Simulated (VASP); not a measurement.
# Al16HO24 (a cell with a defect) in VASP: relaxation of the atoms with LDA

Aim: the relaxation of the atoms of Al16HO24 (a cell with a defect) with LDA.

All numbers are computed with VASP 6.6.1; they aren't measurements. Logs are shortened: lines on timing, memory, paths and dates and some standing lists are left out, and cuts for length are marked.

## 1. The cell of the first run

The cell holds a defect, 41 atoms: a = 6.956 Å, b = 6.956 Å, c = 6.956 Å, α = 85.80°, β = 85.80°, γ = 85.80°.

## 2. Relaxation of the atoms, LDA

Input file INCAR:

```
  PREC = Accurate
  ENCUT = 520
  EDIFF = 1E-7
  ISMEAR = -1
  SIGMA = 0.02
  LREAL = Auto
  LASPH = True
  NELM = 100
  ALGO = Normal
  ISIF = 2
  LWAVE = False
  LCHARG = False
  GGA = CA
  IBRION = 2
  NSW = 45
  EDIFFG = -0.08
  NELECT = 192.0
```

Input file KPOINTS:

```
Automatic mesh
0
Gamma
  1 1 1
```

Input file POSCAR:

```
Al16HO24
1.0
   -4.7351000000     -2.7338110000      4.3003330000
    4.7351000000     -2.7338110000      4.3003330000
    0.0000000000      5.4676230000      4.3003330000
Al O H
16 24 1
Direct
    0.3520000000      0.3520000000      0.3520000000
    0.1480000000      0.1480000000      0.1480000000
    0.6480000000      0.6480000000      0.6480000000
    0.8520000000      0.8520000000      0.8520000000
    0.8520000000      0.8520000000      0.3520000000
    0.6480000000      0.6480000000      0.1480000000
    0.1480000000      0.1480000000      0.6480000000
    0.3520000000      0.3520000000      0.8520000000
    0.8520000000      0.3520000000      0.8520000000
    0.6480000000      0.1480000000      0.6480000000
    0.1480000000      0.6480000000      0.1480000000
    0.3520000000      0.8520000000      0.3520000000
    0.3520000000      0.8520000000      0.8520000000
    0.1480000000      0.6480000000      0.6480000000
    0.6480000000      0.1480000000      0.1480000000
    0.8520000000      0.3520000000      0.3520000000
    0.5970000000      0.4030000000      0.7500000000
    0.7500000000      0.5970000000      0.4030000000
    0.4030000000      0.7500000000      0.5970000000
    0.4030000000      0.5970000000      0.2500000000
    0.2500000000      0.4030000000      0.5970000000
    0.5970000000      0.2500000000      0.4030000000
    0.0970000000      0.9030000000      0.7500000000
    0.2500000000      0.0970000000      0.4030000000
    0.9030000000      0.2500000000      0.5970000000
    0.9030000000      0.0970000000      0.2500000000
    0.7500000000      0.9030000000      0.5970000000
    0.0970000000      0.7500000000      0.4030000000
    0.0970000000      0.4030000000      0.2500000000
    0.2500000000      0.5970000000      0.9030000000
    0.9030000000      0.7500000000      0.0970000000
    0.9030000000      0.5970000000      0.7500000000
    0.7500000000      0.4030000000      0.0970000000
    0.0970000000      0.2500000000      0.9030000000
    0.5970000000      0.9030000000      0.2500000000
    0.7500000000      0.0970000000      0.9030000000
    0.4030000000      0.2500000000      0.0970000000
    0.4030000000      0.0970000000      0.7500000000
    0.2500000000      0.9030000000      0.0970000000
    0.5970000000      0.7500000000      0.9030000000
    0.1048093000      0.3029841000      0.4710783000
```

Potentials or basis: VASP PAW LDA potentials, release 64 (Al, O, H).

The run is started by

```sh
> cat potpaw_LDA.64/Al/POTCAR potpaw_LDA.64/O/POTCAR potpaw_LDA.64/H/POTCAR > POTCAR
> mpirun -np 1 vasp_gam > vasp.out
```

OUTCAR:

```text
PREC = Accurate
   ENCUT = 520
   EDIFF = 1E-7
   ISMEAR = -1
   LREAL = Auto
   LASPH = True
   NELM = 100
   ISIF = 2
   GGA = CA
   IBRION = 2
   NSW = 45
   EDIFFG = -0.08
   NELECT = 192.0

 ion  position               nearest neighbor table
   1  0.352  0.352  0.352-  20 1.85  22 1.85  21 1.85  41 1.90  24 1.96  29 1.96  37 1.96   2 2.63
                             7 2.78  15 2.78  11 2.78   6 3.20  10 3.20  14 3.20
   2  0.148  0.148  0.148-  26 1.85  39 1.85  34 1.85  37 1.96  29 1.96  24 1.96   1 2.63   8 2.78
                            12 2.78  16 2.78   5 3.20  13 3.20   9 3.20
   3  0.648  0.648  0.648-  17 1.85  19 1.85  18 1.85  27 1.96  32 1.96  40 1.96   4 2.63   5 2.78
                             9 2.78  13 2.78   8 3.20  12 3.20  16 3.20
   4  0.852  0.852  0.852-  23 1.85  36 1.85  31 1.85  40 1.96  32 1.96  27 1.96   3 2.63   6 2.78
                            10 2.78  14 2.78   7 3.20  11 3.20  15 3.20
   5  0.852  0.852  0.352-  26 1.85  28 1.85  27 1.85  18 1.96  35 1.96  31 1.96   6 2.63   3 2.78
                            11 2.78  15 2.78   2 3.20  14 3.20  10 3.20
   6  0.648  0.648  0.148-  20 1.85  33 1.85  40 1.85  31 1.96  35 1.96  18 1.96   5 2.63   4 2.78
                            12 2.78  16 2.78   1 3.20  13 3.20   9 3.20
   7  0.148  0.148  0.648-  41 1.61  23 1.85  25 1.85  24 1.85  21 1.96  38 1.96  34 1.96   8 2.63
                             1 2.78  13 2.78   9 2.78   4 3.20  16 3.20  12 3.20
   8  0.352  0.352  0.852-  17 1.85  30 1.85  37 1.85  34 1.96  38 1.96  21 1.96   7 2.63   2 2.78
                            10 2.78  14 2.78   3 3.20  11 3.20  15 3.20
   9  0.852  0.352  0.852-  32 1.85  34 1.85  33 1.85  36 1.96  17 1.96  25 1.96  10 2.63  15 2.78
[... 37 lines left out ...]
  39  0.250  0.903  0.097-   2 1.85  13 1.85  11 1.96  12 1.96
  40  0.597  0.750  0.903-  13 1.85   6 1.85   4 1.96   3 1.96
  41  0.105  0.303  0.471-   7 1.61   1 1.90  16 1.99

  LATTYP: Found a trigonal (rhomboedric) cell.
 ALAT       =     6.9561310011
 COS(alpha) =     0.0732708973

  Lattice vectors:

 A1 = (  -4.7351000000,  -2.7338110000,   4.3003330000)
 A2 = (   4.7351000000,  -2.7338110000,   4.3003330000)
 A3 = (   0.0000000000,   5.4676230000,   4.3003330000)

Analysis of symmetry for initial positions (statically):
=====================================================================
 Subroutine PRICEL returns:
 Original cell was already a primitive cell.

 Routine SETGRP: Setting up the symmetry group for a
 trigonal (rhombohedral) supercell.

 Subroutine GETGRP returns: Found  1 space group operations
 (whereof  1 operations were pure point group operations)
 out of a pool of 12 trial point group operations.

The static configuration has the point symmetry C_1 .

Analysis of symmetry for dynamics (positions and initial velocities):
=====================================================================
 Subroutine PRICEL returns:
 Original cell was already a primitive cell.

 Routine SETGRP: Setting up the symmetry group for a
 trigonal (rhombohedral) supercell.

 Subroutine GETGRP returns: Found  1 space group operations
 (whereof  1 operations were pure point group operations)
 out of a pool of 12 trial point group operations.

The dynamic configuration has the point symmetry C_1 .

 Subroutine INISYM returns: Found  1 space group operations
 (whereof  1 operations are pure point group operations),
 and found     1 'primitive' translations

----------------------------------------------------------------------------------------

                                     Primitive cell

  volume of cell :     334.0035

  direct lattice vectors                    reciprocal lattice vectors
    -4.735100000 -2.733811000  4.300333000    -0.105594391 -0.060964948  0.077513382
     4.735100000 -2.733811000  4.300333000     0.105594391 -0.060964948  0.077513382
     0.000000000  5.467623000  4.300333000     0.000000000  0.121929897  0.077513368

  length of vectors
     6.956131001  6.956131001  6.956131481     0.144482610  0.144482610  0.144482601

  position of ions in fractional coordinates (direct lattice)
     0.352000000  0.352000000  0.352000000
     0.148000000  0.148000000  0.148000000
     0.648000000  0.648000000  0.648000000
     0.852000000  0.852000000  0.852000000
     0.852000000  0.852000000  0.352000000
     0.648000000  0.648000000  0.148000000
[... 33 lines left out ...]
     0.597000000  0.750000000  0.903000000
     0.104809300  0.302984100  0.471078300

  ion indices of the primitive-cell ions
   primitive index   ion index
                 1           1
                 2           2
                 3           3
                 4           4
                 5           5
                 6           6
[... 33 lines left out ...]
                40          40
                41          41

----------------------------------------------------------------------------------------

 KPOINTS: Automatic mesh

Automatic generation of k-mesh.
 Grid dimensions read from file:
 generate k-points for:    1    1    1

 Generating k-lattice:

  Cartesian coordinates                     Fractional coordinates (reciprocal lattice)
    -0.105594391 -0.060964948  0.077513382     1.000000000  0.000000000 -0.000000000
     0.105594391 -0.060964948  0.077513382     0.000000000  1.000000000 -0.000000000
     0.000000000  0.121929897  0.077513368    -0.000000000 -0.000000000  1.000000000

  Length of vectors
     0.144482610  0.144482610  0.144482601

  Shift w.r.t. Gamma in fractional coordinates (k-lattice)
     0.000000000  0.000000000  0.000000000

 Subroutine IBZKPT returns following result:
 ===========================================

 Found      1 irreducible k-points:

 Following reciprocal coordinates:
            Coordinates               Weight
  0.000000  0.000000  0.000000      1.000000
   k-points           NKPTS =      1   k-points in BZ     NKDIM =      1   number of bands    NBANDS=    117
   number of dos      NEDOS =    301   number of ions     NIONS =     41
   total plane-waves  NPLWV = 157464
   dimension x,y,z NGX =    54 NGY =   54 NGZ =   54
   dimension x,y,z NGXF=   108 NGYF=  108 NGZF=  108
   ions per type =              16  24   1
   NGX,Y,Z   is equivalent  to a cutoff of  12.91, 12.91, 12.91 a.u.
   NGXF,Y,Z  is equivalent  to a cutoff of  25.81, 25.81, 25.81 a.u.
 SYSTEM =  unknown system
   PREC   = accura    normal or accurate (medium, high low for compatibility)
   ISTART =      0    job   : 0-new  1-cont  2-samecut
   ICHARG =      2    charge: 1-file 2-atom 10-const
   ISPIN  =      1    spin polarized calculation?
   LNONCOLLINEAR =      F non collinear calculations
   LSORBIT =      F    spin-orbit coupling
   LASPH  =      T    aspherical Exc in radial PAW
   ENCUT  =  520.0 eV  38.22 Ry    6.18 a.u.  12.93 12.93 12.93*2*pi/ulx,y,z
   NELM   =    100;   NELMIN=  2; NELMDL= -5     # of ELM steps
   EDIFF  = 0.1E-06   stopping-criterion for ELM
   LREAL  =      T    real-space projection
   EDIFFG = -.8E-01   stopping-criterion for IOM
   NSW    =     45    number of steps for IOM
   IBRION =      2    ionic relax: 0-MD 1-quasi-New 2-CG
   NFREE  =      1    steps in history (QN), initial steepest desc. (CG)
   ISIF   =      2    stress and relaxation
   ISYM   =      2    0-nonsym 1-usesym 2-fastsym
   POTIM  = 0.5000    time-step for ionic-motion
   TEBEG  =    0.0;   TEEND  =   0.0 temperature during run
   PSTRESS=    0.0 pullay stress
   NELECT =     192.0000    total number of electrons
   NUPDOWN=      -1.0000    fix difference up-down
   EMIN   =  10.00;   EMAX   =-10.00  energy-range for DOS
   EFERMI =   0.00;   METHOD = LEGACY
   ISMEAR =    -1;   SIGMA  =   0.02  broadening in eV -4-tet -1-fermi 0-gaus
   EFERMI_NEDOS =   21; number of points for ismear=-14 and -15
   IALGO  =     38    algorithm
   IMIX   =      4    mixing-type and parameters
     AMIX     =   0.40;   BMIX     =  1.00
     AMIX_MAG =   1.60;   BMIX_MAG =  1.00
  volume/ion in A,a.u.               =       8.15        54.97
  Fermi-wavevector in a.u.,A,eV,Ry     =   1.361209  2.572313 25.210108  1.852891
  Thomas-Fermi vector in A             =   2.487805
   LORBIT       =      0    0 simple, 1 ext, 2 COOP (PROOUT), +10 PAW based schemes
   GGA     = CA    functional components
   LHFCALC =     F    Hartree Fock is set to
   AEXX    =    0.0000 exact exchange contribution
   IVDW    =     0    specifies the selected vdW correction
   LEPSILON=     F    determine dielectric tensor
   LRPA    =     F    only Hartree local field effects (RPA)
 conjugate gradient relaxation of ions
 non-spin polarized calculation
  energy-cutoff  :      520.00
  volume of cell :      334.00
 maximum number of plane-waves:      4469
 NGX is ok and might be reduce to    50
   NGX = 25   NGY = 25   NGZ = 25

--------------------------------------- Ionic step        1  -------------------------------------------

 number of electron     191.9999919 magnetization

 Free energy of the ion-electron system (eV)
  ---------------------------------------------------
  ext. energy  EPLUGINS =         0.00000000
  ---------------------------------------------------
  free energy    TOTEN  =      -340.59221767 eV

  energy without entropy =     -340.59221767  energy(sigma->0) =     -340.59221767

------------------------ aborting loop because EDIFF is reached ----------------------------------------

  FORCE on cell =-STRESS in cart. coord.  units (eV):
  Direction    XX          YY          ZZ          XY          YZ          ZX
  --------------------------------------------------------------------------------------
  -------------------------------------------------------------------------------------
  Total      -10.2232345    -10.7901292     -9.0437974     -2.4837116     -0.0052086     -1.2598786
  in kB      -49.0397079    -51.7590382    -43.3820802    -11.9140858     -0.0249852     -6.0434960
  external PRESSURE =     -48.0602754 kB  Pullay stress =       0.0000000 kB
[... 206 lines left out ...]
  FREE ENERGIE OF THE ION-ELECTRON SYSTEM (eV)
  ---------------------------------------------------
  free  energy   TOTEN  =      -341.6543025602 eV

  energy  without entropy=     -341.6543025602  energy(sigma->0) =     -341.65430256

[... ionic steps 4 to 19 ...]

--------------------------------------- Ionic step       20  -------------------------------------------

 number of electron     191.9999990 magnetization

------------------------ aborting loop because EDIFF is reached ----------------------------------------
[... 145 lines left out ...]
--------------------------------------- Ionic step       22  -------------------------------------------

 number of electron     191.9999988 magnetization

 Free energy of the ion-electron system (eV)
  ---------------------------------------------------
  ext. energy  EPLUGINS =         0.00000000
  ---------------------------------------------------
  free energy    TOTEN  =      -343.23803716 eV

  energy without entropy =     -343.23803716  energy(sigma->0) =     -343.23803716

 E-fermi :   6.6721     XC(G=0): -12.2521

 val. band max:        6.0963512242   @ k =   0.0000   0.0000   0.0000
 cond. band min:      12.3348920656   @ k =   0.0000   0.0000   0.0000
 fundamental gap:      6.2385408414
 Fermi energy:         6.6720611648

 k-point     1 :       0.0000    0.0000    0.0000
  band No.  band energies     occupation
      1     -13.7309      2.00000
      2     -12.6904      2.00000
      3     -11.9161      2.00000
      4     -11.7659      2.00000
      5     -11.6545      2.00000
      6     -11.2116      2.00000
[... 100 lines left out ...]
    107      16.0062      0.00000
    108      16.2640      0.00000
 [bands above 108 left out]

------------------------ aborting loop because EDIFF is reached ----------------------------------------

  FORCE on cell =-STRESS in cart. coord.  units (eV):
  Direction    XX          YY          ZZ          XY          YZ          ZX
  --------------------------------------------------------------------------------------
  -------------------------------------------------------------------------------------
  Total       -8.2060963    -11.9938014     -6.6710816      0.8278442     -2.3457544     -0.9273286
  in kB      -39.3637221    -57.5329185    -32.0004292      3.9710758    -11.2523205     -4.4482909
  external PRESSURE =     -42.9656899 kB  Pullay stress =       0.0000000 kB
[... 56 lines left out ...]
  FREE ENERGIE OF THE ION-ELECTRON SYSTEM (eV)
  ---------------------------------------------------
  free  energy   TOTEN  =      -343.2380371638 eV

  energy  without entropy=     -343.2380371638  energy(sigma->0) =     -343.23803716

 reached required accuracy - stopping structural energy minimisation
```

Run time: 18 min. Hardware: 1 thread of Intel Xeon Platinum 8259CL at 2.50GHz (Skylake/Cascade Lake), shared host; peak memory 0.3 GiB.

Results:

```
Free energy                  : -343.2380 eV
Energy gained by relaxing    : 64.5 meV/atom
Ionic steps                  : 22
Largest force after relaxing : 0.041 eV/Å
```

Forces in eV/Å, atoms in the order of the input:
```
Al  -0.001 -0.014 -0.004
Al  -0.011 -0.014  0.018
Al   0.004  0.030 -0.011
Al   0.027 -0.013  0.011
Al  -0.013 -0.006  0.021
Al  -0.017 -0.013  0.002
Al  -0.010 -0.007 -0.007
Al   0.003  0.008 -0.007
Al  -0.003  0.011 -0.025
Al   0.018  0.021  0.008
Al   0.003  0.016 -0.020
Al  -0.009  0.016  0.000
Al  -0.006  0.003 -0.002
Al  -0.034 -0.005 -0.009
Al   0.018 -0.012  0.010
Al   0.018 -0.019  0.022
O   -0.019 -0.007  0.014
O    0.004  0.009 -0.006
O    0.009 -0.008 -0.014
O   -0.004  0.002  0.001
O   -0.005  0.026 -0.009
O   -0.029 -0.005  0.017
O    0.012  0.007 -0.001
O    0.002 -0.005 -0.012
O   -0.007 -0.006 -0.010
O    0.008  0.018  0.012
O    0.005  0.010  0.005
O   -0.006  0.007 -0.001
O    0.006 -0.036 -0.018
O    0.020  0.004 -0.008
O   -0.007 -0.008 -0.007
O    0.011 -0.012  0.020
O    0.005 -0.010  0.007
O   -0.004  0.003  0.002
O   -0.008  0.015  0.005
O   -0.001 -0.009  0.010
O    0.000 -0.004 -0.014
O   -0.012 -0.008 -0.008
O   -0.006  0.019 -0.019
O    0.025  0.004 -0.001
H    0.016 -0.008  0.030
```

The path:
```csv
step,energy change (eV),largest force (eV/Å),pressure (GPa)
1,0.0000,5.4305,-4.81
2,-0.2445,6.5908,-3.62
3,-1.0621,1.8293,-4.78
4,-1.4410,1.8236,-4.81
5,-1.5018,1.7364,-4.64
6,-1.7657,1.4715,-4.58
7,-1.8327,1.2308,-4.38
8,-2.1383,1.1218,-4.38
9,-2.2244,1.0587,-4.18
10,-2.4414,0.5759,-4.29
11,-2.4463,0.5549,-4.27
12,-2.5549,0.4003,-4.31
13,-2.5625,0.4689,-4.30
14,-2.6075,0.2548,-4.30
15,-2.6080,0.2643,-4.30
16,-2.6304,0.2345,-4.34
17,-2.6307,0.2651,-4.34
18,-2.6406,0.2741,-4.27
19,-2.6410,0.1941,-4.28
20,-2.6441,0.1558,-4.33
21,-2.6444,0.1011,-4.32
22,-2.6458,0.0405,-4.30
```

Final structure:
```
Al O H
1.0
    -4.73510   -2.73381    4.30033
     4.73510   -2.73381    4.30033
     0.00000    5.46762    4.30033
Al O H
16 24 1
Direct
  0.37105 0.34343 0.35136
  0.14905 0.13562 0.14877
  0.64880 0.64390 0.64883
  0.85261 0.84670 0.85326
  0.85159 0.84793 0.35422
  0.64786 0.64488 0.14804
  0.14688 0.14299 0.64963
  0.35256 0.34970 0.85574
  0.85224 0.35049 0.85341
  0.64910 0.14106 0.65348
  0.15107 0.65593 0.14489
  0.35487 0.84904 0.35632
  0.35646 0.85057 0.85145
  0.14842 0.65100 0.65289
  0.64853 0.13790 0.14303
  0.83448 0.34212 0.35305
  0.59550 0.39897 0.74979
  0.74777 0.59130 0.40387
  0.40327 0.74816 0.59994
  0.40213 0.59147 0.25112
  0.24342 0.40362 0.58721
  0.60016 0.23703 0.40640
  0.09796 0.90057 0.75373
  0.25012 0.09695 0.40223
  0.90367 0.24764 0.59707
  0.90400 0.09399 0.24888
  0.75084 0.89822 0.59845
  0.09818 0.74908 0.40453
  0.08627 0.41253 0.26889
  0.25057 0.59341 0.90425
  0.90389 0.74672 0.09863
  0.90409 0.59348 0.75090
  0.74697 0.39719 0.09924
  0.09747 0.25115 0.90889
  0.59783 0.89784 0.25057
  0.75065 0.09290 0.90192
  0.40007 0.24747 0.10167
  0.40060 0.09791 0.75119
  0.25500 0.89848 0.09734
  0.59862 0.74646 0.90363
  0.10020 0.43720 0.41237
```

Levels at points of the mesh, in eV from the Fermi level:
| k point | band 92 | band 93 | band 94 | band 95 | band 96 | band 97 | band 98 | band 99 | band 100 | band 101 |
| --- | --- | --- | --- | --- | --- | --- | --- | --- | --- | --- |
| (0.00, 0.00, 0.00) | -0.84 | -0.82 | -0.65 | -0.63 | -0.58 | 5.66 | 8.22 | 8.44 | 8.75 | 8.82 |

Caveat: the k points lie up to 0.91 Å⁻¹ apart, too coarse for converged energies, forces and pressures; the cell carries a net charge on a neutralising background, which shifts energy and pressure; the cell is charged against a uniform background, so pressure and absolute levels hang on convention; the relaxation stopped at a loose force limit of 0.08 eV/Å, so its end isn't a converged minimum.
